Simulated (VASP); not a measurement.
# Au (Fm-3m) in VASP: a series of runs

The runs below take Au through single point, with LDA.

All numbers are computed with VASP 6.6.1; they aren't measurements. Logs are shortened: lines on timing, memory, paths and dates and some standing lists are left out, and cuts for length are marked.

**1. The cell of the first run**

It takes space group Fm-3m (No. 225, cubic). The conventional cell has a = 4.124 Å, b = 4.124 Å, c = 4.124 Å, α = 90.00°, β = 90.00°, γ = 90.00°. Within 3.8 Å of Au (site symmetry m-3m) lie 12 Au at 2.92 Å.

**2. Single point, LDA**

File INCAR:

```
SYSTEM = Au
ALGO     = Fast           ! electronic algorithm
EDIFF    = 1E-7           ! SCF threshold, eV
ENCUT    = 520            ! plane-wave cutoff, eV
ISIF     = 2              ! what is computed and relaxed
ISMEAR   = -1             ! smearing method
LASPH    = .TRUE.         ! aspherical terms in the spheres
LCHARG   = .FALSE.        ! write CHGCAR
LREAL    = .FALSE.        ! projectors in reciprocal space
LWAVE    = .FALSE.        ! write WAVECAR
NBANDS   = 12             ! bands
NELM     = 100            ! most SCF steps
PREC     = Accurate       ! precision mode
SIGMA    = 0.05           ! smearing width, eV
```

File KPOINTS:

```
k-points
0
G
  11 11 11
  0 0 0
```

File POSCAR:

```
Au
1.0
    0.0000000000      2.0617793868      2.0617793868
    2.0617793868      0.0000000000      2.0617793868
    2.0617793868      2.0617793868      0.0000000000
Au
1
Direct
    0.0000000000      0.0000000000      0.0000000000
```

Potentials or basis: VASP PAW LDA potentials, release 64 (Au).

Run with:

```
$ cat potpaw_LDA.64/Au/POTCAR > POTCAR
$ mpirun -np 1 vasp_std > vasp.out
```

OUTCAR:

```text
SYSTEM = Au
   EDIFF = 1E-7
   ENCUT = 520
   ISIF = 2
   ISMEAR = -1
   LASPH = .TRUE.
   LREAL = .FALSE.
   NELM = 100
   PREC = Accurate

 ion  position               nearest neighbor table
   1  0.000  0.000  0.000-

  LATTYP: Found a face centered cubic cell.
 ALAT       =     4.1235587736

  Lattice vectors:

 A1 = (   0.0000000000,   2.0617793868,   2.0617793868)
 A2 = (   2.0617793868,   0.0000000000,   2.0617793868)
 A3 = (   2.0617793868,   2.0617793868,   0.0000000000)

Analysis of symmetry for initial positions (statically):
=====================================================================
 Subroutine PRICEL returns:
 Original cell was already a primitive cell.

 Routine SETGRP: Setting up the symmetry group for a
 face centered cubic supercell.

 Subroutine GETGRP returns: Found 48 space group operations
 (whereof 48 operations were pure point group operations)
 out of a pool of 48 trial point group operations.

The static configuration has the point symmetry O_h .

Analysis of symmetry for dynamics (positions and initial velocities):
=====================================================================
 Subroutine PRICEL returns:
 Original cell was already a primitive cell.

 Routine SETGRP: Setting up the symmetry group for a
 face centered cubic supercell.

 Subroutine GETGRP returns: Found 48 space group operations
 (whereof 48 operations were pure point group operations)
 out of a pool of 48 trial point group operations.

The dynamic configuration has the point symmetry O_h .

 Subroutine INISYM returns: Found 48 space group operations
 (whereof 48 operations are pure point group operations),
 and found     1 'primitive' translations

----------------------------------------------------------------------------------------

                                     Primitive cell

  volume of cell :      17.5290

  direct lattice vectors                    reciprocal lattice vectors
     0.000000000  2.061779387  2.061779387    -0.242508972  0.242508972  0.242508972
     2.061779387  0.000000000  2.061779387     0.242508972 -0.242508972  0.242508972
     2.061779387  2.061779387  0.000000000     0.242508972  0.242508972 -0.242508972

  length of vectors
     2.915796371  2.915796371  2.915796371     0.420037861  0.420037861  0.420037861

  position of ions in fractional coordinates (direct lattice)
     0.000000000  0.000000000  0.000000000

  ion indices of the primitive-cell ions
   primitive index   ion index
                 1           1

----------------------------------------------------------------------------------------

 KPOINTS: k-points

Automatic generation of k-mesh.
 Grid dimensions read from file:
 generate k-points for:   11   11   11

 Generating k-lattice:

  Cartesian coordinates                     Fractional coordinates (reciprocal lattice)
    -0.022046270  0.022046270  0.022046270     0.090909091  0.000000000  0.000000000
     0.022046270 -0.022046270  0.022046270     0.000000000  0.090909091  0.000000000
     0.022046270  0.022046270 -0.022046270     0.000000000  0.000000000  0.090909091

  Length of vectors
     0.038185260  0.038185260  0.038185260

  Shift w.r.t. Gamma in fractional coordinates (k-lattice)
     0.000000000  0.000000000  0.000000000

 Subroutine IBZKPT returns following result:
 ===========================================

 Found     56 irreducible k-points:

 Following reciprocal coordinates:
            Coordinates               Weight
  0.000000  0.000000  0.000000      1.000000
  0.090909  0.000000  0.000000      8.000000
  0.181818  0.000000  0.000000      8.000000
  0.272727  0.000000  0.000000      8.000000
  0.363636  0.000000  0.000000      8.000000
  0.454545  0.000000  0.000000      8.000000
[... 16 lines left out ...]
 -0.272727  0.181818  0.000000     24.000000
 -0.181818  0.181818  0.000000     12.000000
 [... further k-points ...]
   k-points           NKPTS =     56   k-points in BZ     NKDIM =     56   number of bands    NBANDS=     12
   number of dos      NEDOS =    301   number of ions     NIONS =      1
   total plane-waves  NPLWV =  13824
   dimension x,y,z NGX =    24 NGY =   24 NGZ =   24
   dimension x,y,z NGXF=    48 NGYF=   48 NGZF=   48
   ions per type =               1
   NGX,Y,Z   is equivalent  to a cutoff of  13.68, 13.68, 13.68 a.u.
   NGXF,Y,Z  is equivalent  to a cutoff of  27.37, 27.37, 27.37 a.u.
 SYSTEM =  Au
   PREC   = accura    normal or accurate (medium, high low for compatibility)
   ISTART =      0    job   : 0-new  1-cont  2-samecut
   ICHARG =      2    charge: 1-file 2-atom 10-const
   ISPIN  =      1    spin polarized calculation?
   LNONCOLLINEAR =      F non collinear calculations
   LSORBIT =      F    spin-orbit coupling
   LASPH  =      T    aspherical Exc in radial PAW
   ENCUT  =  520.0 eV  38.22 Ry    6.18 a.u.   5.42  5.42  5.42*2*pi/ulx,y,z
   NELM   =    100;   NELMIN=  2; NELMDL= -5     # of ELM steps
   EDIFF  = 0.1E-06   stopping-criterion for ELM
   LREAL  =      F    real-space projection
   EDIFFG = 0.1E-05   stopping-criterion for IOM
   NSW    =      0    number of steps for IOM
   IBRION =     -1    ionic relax: 0-MD 1-quasi-New 2-CG
   NFREE  =      0    steps in history (QN), initial steepest desc. (CG)
   ISIF   =      2    stress and relaxation
   ISYM   =      2    0-nonsym 1-usesym 2-fastsym
   POTIM  = 0.5000    time-step for ionic-motion
   TEBEG  =    0.0;   TEEND  =   0.0 temperature during run
   PSTRESS=    0.0 pullay stress
   NELECT =      11.0000    total number of electrons
   NUPDOWN=      -1.0000    fix difference up-down
   EMIN   =  10.00;   EMAX   =-10.00  energy-range for DOS
   EFERMI =   0.00;   METHOD = LEGACY
   ISMEAR =    -1;   SIGMA  =   0.05  broadening in eV -4-tet -1-fermi 0-gaus
   EFERMI_NEDOS =   21; number of points for ismear=-14 and -15
   IALGO  =     68    algorithm
   IMIX   =      4    mixing-type and parameters
     AMIX     =   0.40;   BMIX     =  1.00
     AMIX_MAG =   1.60;   BMIX_MAG =  1.00
  volume/ion in A,a.u.               =      17.53       118.29
  Fermi-wavevector in a.u.,A,eV,Ry     =   1.401587  2.648616 26.727929  1.964447
  Thomas-Fermi vector in A             =   2.524434
   LORBIT       =      0    0 simple, 1 ext, 2 COOP (PROOUT), +10 PAW based schemes
   GGA     = CA    functional components
   LHFCALC =     F    Hartree Fock is set to
   AEXX    =    0.0000 exact exchange contribution
   IVDW    =     0    specifies the selected vdW correction
   LEPSILON=     F    determine dielectric tensor
   LRPA    =     F    only Hartree local field effects (RPA)
 non-spin polarized calculation
 RMM-DIIS sequential band-by-band and
  energy-cutoff  :      520.00
  volume of cell :       17.53
 maximum number of plane-waves:       495
 NGX is ok and might be reduce to    24
   NGX = 11   NGY = 11   NGZ = 11

 number of electron      11.0000001 magnetization

 Free energy of the ion-electron system (eV)
  ---------------------------------------------------
  ext. energy  EPLUGINS =         0.00000000
  ---------------------------------------------------
  free energy    TOTEN  =        -4.42846180 eV

  energy without entropy =       -4.42751026  energy(sigma->0) =       -4.42798603

 E-fermi :   8.8572     XC(G=0): -12.8203

 val. band max:        8.6929449301   @ k =   0.4545   0.3636   0.0000
 cond. band min:       8.9844209124   @ k =  -0.4545   0.0909   0.0000
 fundamental gap:      0.2914759823
 Fermi energy:         8.8571953379

 k-point     1 :       0.0000    0.0000    0.0000
  band No.  band energies     occupation
      1      -0.8049      2.00000
      2       4.2553      2.00000
      3       4.2553      2.00000
      4       4.2553      2.00000
      5       5.7186      2.00000
      6       5.7186      2.00000
      7      23.3410      0.00000
      8      27.1268      0.00000
      9      27.1268      0.00000
     10      27.1268      0.00000
     11      32.0691      0.00000
     12      36.3357      0.00000

 k-point     2 :       0.0909    0.0000    0.0000
  band No.  band energies     occupation
      1      -0.5261      2.00000
      2       4.1706      2.00000
      3       4.3467      2.00000
      4       4.3467      2.00000
      5       5.6807      2.00000
      6       5.6807      2.00000
      7      23.6330      0.00000
      8      25.5277      0.00000
      9      27.4415      0.00000
     10      27.4415      0.00000
     11      32.6641      0.00000
     12      34.7222      0.00000

 k-point     3 :       0.1818    0.0000    0.0000
  band No.  band energies     occupation
      1       0.2413      2.00000
      2       4.0339      2.00000
      3       4.5128      2.00000
      4       4.5128      2.00000
      5       5.6850      2.00000
      6       5.6850      2.00000
      7      22.3128      0.00000
      8      24.4430      0.00000
      9      28.1768      0.00000
     10      28.1768      0.00000
     11      30.5747      0.00000
     12      32.6008      0.00000
[... 286 lines left out ...]
 k-point    23 :      -0.2727    0.1818    0.0000
  band No.  band energies     occupation
      1       2.4264      2.00000
      2       3.9014      2.00000
      3       4.2676      2.00000
      4       4.9160      2.00000
      5       5.7136      2.00000
      6       7.8639      2.00000
      7      17.0477      0.00000
      8      20.8112      0.00000
      9      25.1197      0.00000
     10      27.7274      0.00000
     11      29.7851      0.00000
     12      33.8401      0.00000

 k-point    24 :      -0.1818    0.1818    0.0000
  band No.  band energies     occupation
      1       1.7101      2.00000
      2       3.6783      2.00000
      3       4.4566      2.00000
      4       5.0941      2.00000
      5       5.1429      2.00000
      6       6.8711      2.00000
      7      19.9618      0.00000
      8      21.8769      0.00000
      9      26.3223      0.00000
     10      27.8471      0.00000
     11      30.1906      0.00000
     12      32.8394      0.00000

 [... further k-points ...]
[... 5 lines left out ...]
  --------------------------------------------------------------------------------------
  -------------------------------------------------------------------------------------
  Total       -0.9686524     -0.9686524     -0.9686524      0.0000000     -0.0000000     -0.0000000
  in kB      -88.5364218    -88.5364218    -88.5364218      0.0000000     -0.0000000     -0.0000000
  external PRESSURE =     -88.5364218 kB  Pullay stress =       0.0000000 kB

 VOLUME and BASIS-vectors are now :
 -----------------------------------------------------------------------------
  energy-cutoff  :      520.00
  volume of cell :       17.53
      direct lattice vectors                 reciprocal lattice vectors
     0.000000000  2.061779387  2.061779387    -0.242508972  0.242508972  0.242508972
     2.061779387  0.000000000  2.061779387     0.242508972 -0.242508972  0.242508972
     2.061779387  2.061779387  0.000000000     0.242508972  0.242508972 -0.242508972

 POSITION                                       TOTAL-FORCE (eV/Angst)
 -----------------------------------------------------------------------------------
      0.00000      0.00000      0.00000         0.000000      0.000000     -0.000000
 -----------------------------------------------------------------------------------
    total drift:                               -0.000000      0.000000     -0.000000

  FREE ENERGIE OF THE ION-ELECTRON SYSTEM (eV)
  ---------------------------------------------------
  free  energy   TOTEN  =        -4.4284618004 eV

  energy  without entropy=       -4.4275102572  energy(sigma->0) =       -4.42798603
```

Run time: 13 s. Hardware: 1 thread of Intel Xeon Platinum 8488C (Sapphire Rapids), shared host; peak memory 0.14 GiB.

What came out:

* Free energy: -4.4285 eV
* Pressure: -8.9 GPa
* Band gap on the k mesh: zero (an odd number of electrons rules out a gap without spin polarisation)

Levels at points of the mesh, in eV from the Fermi level:
| k point | band 3 | band 4 | band 5 | band 6 | band 7 | band 8 | band 9 | band 10 |
| --- | --- | --- | --- | --- | --- | --- | --- | --- |
| (0.00, 0.00, 0.00) | -4.60 | -4.60 | -3.14 | -3.14 | 14.48 | 18.27 | 18.27 | 18.27 |

Caveat: the cell stands under tension; spin-orbit coupling is left out, which moves the levels of the heavy elements.

**3. Single point, LDA**

This run uses another cell than the first one, of 17.87 Å³/atom.

File INCAR:

```
ALGO = Normal ; EDIFF = 1E-7
ENCUT = 520 ; ISIF = 2
ISMEAR = -1 ; LASPH = T
LCHARG = F ; LREAL = F
LWAVE = F ; NBANDS = 12
NELM = 80 ; PREC = Accurate
SIGMA = 0.05
```

File KPOINTS:

```
k-points
0
Gamma
  11 11 11
```

File POSCAR:

```
Au
1.0
    0.0000000000      2.0749120936      2.0749120936
    2.0749120936      0.0000000000      2.0749120936
    2.0749120936      2.0749120936      0.0000000000
Au
1
Direct
    0.0000000000      0.0000000000      0.0000000000
```

Potentials or basis: VASP PAW LDA potentials, release 64 (Au).

Run with:

```
$ cat potpaw_LDA.64/Au/POTCAR > POTCAR
$ mpirun -np 1 vasp_std > vasp.out
```

Wall time 7.8 s (1 thread of Intel Xeon Platinum 8488C (Sapphire Rapids), shared host); peak memory 0.13 GiB.

Results (log left out):

```
Free energy            : -4.4073 eV
Pressure               : -11.4 GPa
Band gap on the k mesh : zero (an odd number of electrons rules out a gap without spin polarisation)
```

Levels at points of the mesh, in eV from the Fermi level:
```csv
k point,band 4,band 5,band 6,band 7,band 8,band 9
"(0.00, 0.00, 0.00)",-4.52,-3.11,-3.11,14.48,18.16,18.16
```

Caveat: the cell stands under tension; spin-orbit coupling is left out, which moves the levels of the heavy elements.

The gap in the log of VASP goes by the Fermi energy; the results here count the filled bands.